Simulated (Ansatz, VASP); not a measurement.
# One calculation of SrVO3, two programs

The input POSCAR:

```
SrVO3
1.0
    3.8408994000      0.0000000000      0.0000000000
    0.0000000000      3.8408994000      0.0000000000
    0.0000000000      0.0000000000      3.8408994000
Sr V O
1 1 3
Direct
    0.5000000000      0.5000000000      0.5000000000
    0.0000000000      0.0000000000      0.0000000000
    0.5000000000      0.0000000000      0.0000000000
    0.0000000000      0.5000000000      0.0000000000
    0.0000000000      0.0000000000      0.5000000000
```

File INCAR.step1:

```
  PREC = Accurate
  ENCUT = 520
  ISMEAR = 0
  SIGMA = 0.05
  LREAL = F
  LASPH = T
  NELM = 150
  ISPIN = 2
  MAGMOM = 0 0.91 0.02 -0.07 0.02
  LMAXMIX = 4
  LDAU = T
  LDAUTYPE = 2
  LDAUL = -1 2 -1
  LDAUU = 0 4 0
  LDAUJ = 0 0 0
  NBANDS = 32
  GGA = PE
  ALGO = Normal
  EDIFF = 1E-4
  LWAVE = T
  LCHARG = F
```

Contents of INCAR.step2:

```
  PREC = Accurate
  ENCUT = 520
  EDIFF = 1E-6
  ISMEAR = 0
  SIGMA = 0.05
  LREAL = F
  LASPH = T
  NELM = 150
  ALGO = Normal
  ISIF = 2
  LWAVE = F
  LCHARG = F
  ISPIN = 2
  MAGMOM = 0 0.91 0.02 -0.07 0.02
  LORBIT = 11
  LMAXMIX = 4
  LDAU = T
  LDAUTYPE = 2
  LDAUL = -1 2 -1
  LDAUU = 0 4 0
  LDAUJ = 0 0 0
  LDAUPRINT = 1
  METAGGA = R2SCAN
  LMIXTAU = T
  NBANDS = 32
  ISTART = 1
```

Contents of KPOINTS:

```
regular mesh
0
Gamma
  5 5 5
```

Input for Ansatz:

```yaml
crystal:
  lattice:
    - [3.8408994, 0.0, 0.0]
    - [0.0, 3.8408994, 0.0]
    - [0.0, 0.0, 3.8408994]
  atoms:
    - { symbol: Sr, position: [0.5, 0.5, 0.5] }
    - { symbol: V, position: [0.0, 0.0, 0.0], spin: 1.0 }
    - { symbol: O, position: [0.5, 0.0, 0.0] }
    - { symbol: O, position: [0.0, 0.5, 0.0] }
    - { symbol: O, position: [0.0, 0.0, 0.5] }
basis:
  ecutwfc: 500
  ecutrho_ratio: 4
kpoints:
  mp_grid: { grid: [5, 5, 5] }
hamiltonian:
  xc: r2scan
  hubbard:
    sites:
      - { site: 1, l: d, u_eff: 4.0, starting_ns: [{ spin: up, occupation_matrix: s1up }, { spin: down, occupation_matrix: s1down }] }
    occupation_matrices:
      s1up:
        matrix:
          - [0.02, 0.0, 0.0, 0.0, 0.0]
          - [0.0, 0.97, 0.0, 0.0, 0.0]
          - [0.0, 0.0, 0.02, 0.0, 0.0]
          - [0.0, 0.0, 0.0, 0.02, 0.0]
          - [0.0, 0.0, 0.0, 0.0, 0.02]
      s1down:
        matrix:
          - [0.02, 0.0, 0.0, 0.0, 0.0]
          - [0.0, 0.02, 0.0, 0.0, 0.0]
          - [0.0, 0.0, 0.02, 0.0, 0.0]
          - [0.0, 0.0, 0.0, 0.02, 0.0]
          - [0.0, 0.0, 0.0, 0.0, 0.02]
    ns_hold: { iters: 12 }
scf:
  occupations: { method: gaussian, width: 0.05 }
  lower_state_search: "off"
  max_iter: 150
output:
  forces: true
  stress: true
  eigenvalues: true
  populations: true
  hubbard: { sites: [{ site: 1, l: d }] }
magnetization:
  spin_polarized: true
```

Alike in both runs: task single point; functional r2SCAN; k mesh 5 × 5 × 5; occupations gaussian, width 0.05 eV; collinear spin; Hubbard terms V d U = 4.0 eV.

|  | VASP | Ansatz |
| --- | --- | --- |
| version | VASP 6.6.1 | Ansatz 0.2.0 |
| potentials or method | VASP PAW PBE potentials, release 64 (Sr_sv, V_sv, O), cutoff 520 eV | scalar-relativistic, plane waves, PAW |
| valence electrons in the cell | 41 | 41 |

|  | VASP | Ansatz | Ansatz less VASP |
| --- | --- | --- | --- |
| pressure (GPa) | 5.1 | 4.5 | -0.62 |
| traceless stress, the component that is largest in VASP (GPa) | -0.18 | -7.33 | -7.151 |
| net moment per atom (μB) | 0.20 | 0.20 | 0.000 |
| size of the moment on the site where the two differ most (μB) | 1.20 | 0.83 | -0.376 |

VASP's potentials were made for PBE, not for r2SCAN. Site moments also hang on the region over which each program counts them. The programs project onto different local orbitals, so the same U acts differently, and such runs can settle in different states. Ansatz's warnings: stability check not made, symmetry narrowed by occupation matrices.
